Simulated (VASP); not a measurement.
# ZrS (Fmmm) in VASP: further runs, part 2 of 2

VASP 6.6.1. Earlier steps stand in the parts before.

## Step 4: Single point, PBEsol (strain +0.0075 x Voigt [1, -1, 0, 0, 0, 0])

File INCAR:

```
SYSTEM = ZrS
ALGO = Normal ; EDIFF = 1E-7
ENCUT = 520 ; GGA = PS
ISIF = 2 ; ISMEAR = 0
LASPH = .TRUE. ; LCHARG = .FALSE.
LREAL = .FALSE. ; LWAVE = .FALSE.
NBANDS = 16 ; NELM = 60
PREC = Accurate ; SIGMA = 0.15
```

File KPOINTS:

```
k-points
0
G
  16 16 16
  0 0 0
```

File POSCAR:

```
ZrS
1.0
    0.0000000000      2.6053125000      2.6250000000
    2.6446875000      0.0000000000      2.6250000000
    2.6446875000      2.6053125000      0.0000000000
Zr S
1 1
Direct
    0.0000000000      0.0000000000      0.0000000000
    0.5000000000      0.5000000000      0.5000000000
```

Potentials or basis: VASP PAW PBE potentials, release 64 (Zr_sv, S).

Run with:

```
> cat potpaw_PBE.64/Zr_sv/POTCAR potpaw_PBE.64/S/POTCAR > POTCAR
> mpirun -np 1 vasp_std > vasp.out
```

OUTCAR:

```text
SYSTEM = ZrS
   EDIFF = 1E-7
   ENCUT = 520
   GGA = PS
   ISIF = 2
   ISMEAR = 0
   LASPH = .TRUE.
   LREAL = .FALSE.
   NELM = 60
   PREC = Accurate

 ion  position               nearest neighbor table
   1  0.000  0.000  0.000-   2 2.61   2 2.61   2 2.62   2 2.62   2 2.64   2 2.64
   2  0.500  0.500  0.500-   1 2.61   1 2.61   1 2.62   1 2.62   1 2.64   1 2.64

  LATTYP: Found a face centered orthorhombic cell.
 ALAT       =     5.2106250000
 B/A-ratio  =     1.0075566751
 C/A-ratio  =     1.0151133501

  Lattice vectors:

 A1 = (  -2.6446875000,   0.0000000000,  -2.6250000000)
 A2 = (  -2.6446875000,   2.6053125000,   0.0000000000)
 A3 = (   0.0000000000,   2.6053125000,  -2.6250000000)

Analysis of symmetry for initial positions (statically):
=====================================================================
 Subroutine PRICEL returns:
 Original cell was already a primitive cell.

 Routine SETGRP: Setting up the symmetry group for a
 face centered orthorhombic supercell.

 Subroutine GETGRP returns: Found  8 space group operations
 (whereof  8 operations were pure point group operations)
 out of a pool of  8 trial point group operations.

The static configuration has the point symmetry D_2h.

Analysis of symmetry for dynamics (positions and initial velocities):
=====================================================================
 Subroutine PRICEL returns:
 Original cell was already a primitive cell.

 Routine SETGRP: Setting up the symmetry group for a
 face centered orthorhombic supercell.

 Subroutine GETGRP returns: Found  8 space group operations
 (whereof  8 operations were pure point group operations)
 out of a pool of  8 trial point group operations.

The dynamic configuration has the point symmetry D_2h.

 Subroutine INISYM returns: Found  8 space group operations
 (whereof  8 operations are pure point group operations),
 and found     1 'primitive' translations

[... 105 lines left out ...]
   NELECT =      18.0000    total number of electrons
   NUPDOWN=      -1.0000    fix difference up-down
   EMIN   =  10.00;   EMAX   =-10.00  energy-range for DOS
   EFERMI =   0.00;   METHOD = LEGACY
   ISMEAR =     0;   SIGMA  =   0.15  broadening in eV -4-tet -1-fermi 0-gaus
   EFERMI_NEDOS =   21; number of points for ismear=-14 and -15
   IALGO  =     38    algorithm
   IMIX   =      4    mixing-type and parameters
     AMIX     =   0.40;   BMIX     =  1.00
     AMIX_MAG =   1.60;   BMIX_MAG =  1.00
  volume/ion in A,a.u.               =      18.09       122.06
  Fermi-wavevector in a.u.,A,eV,Ry     =   1.297282  2.451508 22.897808  1.682941
  Thomas-Fermi vector in A             =   2.428685
   LORBIT       =      0    0 simple, 1 ext, 2 COOP (PROOUT), +10 PAW based schemes
   GGA     = PS    functional components
   LHFCALC =     F    Hartree Fock is set to
   AEXX    =    0.0000 exact exchange contribution
   IVDW    =     0    specifies the selected vdW correction
   LEPSILON=     F    determine dielectric tensor
   LRPA    =     F    only Hartree local field effects (RPA)
 non-spin polarized calculation
 Gauss-broadening in eV      SIGMA  =   0.15
  energy-cutoff  :      520.00
  volume of cell :       36.17
 maximum number of plane-waves:       992
   NGX = 13   NGY = 13   NGZ = 13

 number of electron      18.0000000 magnetization

 Free energy of the ion-electron system (eV)
  ---------------------------------------------------
  ext. energy  EPLUGINS =         0.00000000
  ---------------------------------------------------
  free energy    TOTEN  =       -16.48422589 eV

  energy without entropy =      -16.46996869  energy(sigma->0) =      -16.47709729

 E-fermi :  10.6087     XC(G=0): -11.4606

 val. band max:       10.6085217995   @ k =  -0.0625   0.0625   0.1250
 cond. band min:      10.6206788394   @ k =  -0.3125   0.1875   0.0625
 fundamental gap:      0.0121570399
 Fermi energy:        10.6087371497

 k-point     1 :       0.0000    0.0000    0.0000
  band No.  band energies     occupation
      1     -39.2804      2.00000
      2     -17.2804      2.00000
      3     -17.2761      2.00000
      4     -17.2719      2.00000
      5      -5.2151      2.00000
      6       7.0727      2.00000
[... 433 lines left out ...]
      3     -17.2846      2.00000
      4     -17.2763      2.00000
      5      -5.0843      2.00000
      6       6.2802      2.00000
[... 8 lines left out ...]
     15      18.1586      0.00000
     16      21.9285      0.00000

 [... further k-points ...]
[... 5 lines left out ...]
  --------------------------------------------------------------------------------------
  -------------------------------------------------------------------------------------
  Total       -1.7881069     -0.9875159     -1.4219625      0.0000000      0.0000000      0.0000000
  in kB      -79.1973372    -43.7382279    -62.9803748      0.0000000      0.0000000      0.0000000
  external PRESSURE =     -61.9719799 kB  Pullay stress =       0.0000000 kB

 VOLUME and BASIS-vectors are now :
 -----------------------------------------------------------------------------
  energy-cutoff  :      520.00
  volume of cell :       36.17
      direct lattice vectors                 reciprocal lattice vectors
     0.000000000  2.605312500  2.625000000    -0.189058254  0.191915557  0.190476190
     2.644687500  0.000000000  2.625000000     0.189058254 -0.191915557  0.190476190
     2.644687500  2.605312500  0.000000000     0.189058254  0.191915557 -0.190476190

 POSITION                                       TOTAL-FORCE (eV/Angst)
 -----------------------------------------------------------------------------------
      0.00000      0.00000      0.00000         0.000000      0.000000      0.000000
      2.64469      2.60531      2.62500         0.000000     -0.000000      0.000000
 -----------------------------------------------------------------------------------
    total drift:                                0.000000      0.000000      0.000000

  FREE ENERGIE OF THE ION-ELECTRON SYSTEM (eV)
  ---------------------------------------------------
  free  energy   TOTEN  =       -16.4842258928 eV

  energy  without entropy=      -16.4699686877  energy(sigma->0) =      -16.47709729
```

Run time: 2.1 min. Hardware: 1 thread of Intel Xeon 6975P-C (Granite Rapids), shared host; peak memory 0.44 GiB.

Results:

* Free energy: -16.4842 eV
* Pressure: -6.2 GPa
* Band gap on the k mesh: zero (bands 9 and 10 overlap by 2.80 eV)

Stress tensor (GPa, compression positive):
```
-7.92  0.00  0.00
 0.00 -4.37  0.00
 0.00  0.00 -6.30
```

Levels at points of the mesh, in eV from the Fermi level:
| k point | band 7 | band 8 | band 9 | band 10 | band 11 | band 12 |
| --- | --- | --- | --- | --- | --- | --- |
| (0.00, 0.00, 0.00) | -3.52 | -3.50 | -1.44 | -1.37 | -1.29 | -0.72 |
| (0.50, 0.00, 0.00) | -5.97 | -5.96 | 1.43 | 1.48 | 1.77 | 1.87 |
| (0.50, 0.50, 0.00) | -4.47 | -4.46 | -3.46 | 0.50 | 2.31 | 2.41 |
| (0.50, 0.00, 0.50) | -4.50 | -4.50 | -3.45 | 0.54 | 2.33 | 2.38 |
| (0.00, 0.50, 0.50) | -4.43 | -4.43 | -3.47 | 0.47 | 2.34 | 2.39 |

Caveat: the cell differs from its parent crystal (strain +0.0075 x Voigt [1, -1, 0, 0, 0, 0]); the cell stands under tension; the PAW data sets were made with another functional, which shifts forces and pressure a little.

## Step 5: Overview

| cell | gap on the mesh (eV) | pressure (GPa) |
| --- | --- | --- |
| a = 3.685, b = 3.740, c = 3.713 Å, angles 59.3, 60.7, 60.0°, 2 atoms | none | -6.0 |
| a = 3.671, b = 3.754, c = 3.713 Å, angles 58.9, 61.1, 60.0°, 2 atoms | none | -5.7 |
| a = 3.698, b = 3.726, c = 3.712 Å, angles 59.6, 60.4, 60.0°, 2 atoms | none | -6.2 |

Alike in all rows: task single point; level PBEsol; potentials or basis VASP PAW PBE potentials, release 64 (Zr_sv, S); no spin polarisation; k mesh 16 × 16 × 16; cutoff (eV) 520; smearing gaussian 0.15 eV.

Caveats: the PAW data sets were made with another functional, which shifts forces and pressure a little; the stress differs along the axes, from -9 to -2 GPa (at least some runs); the stress differs along the axes, from -11 to 0 GPa (at least some runs); the cell stands under tension (at least some runs).

Total energies depend on the potentials used, so only differences within one code and one set of settings carry meaning.
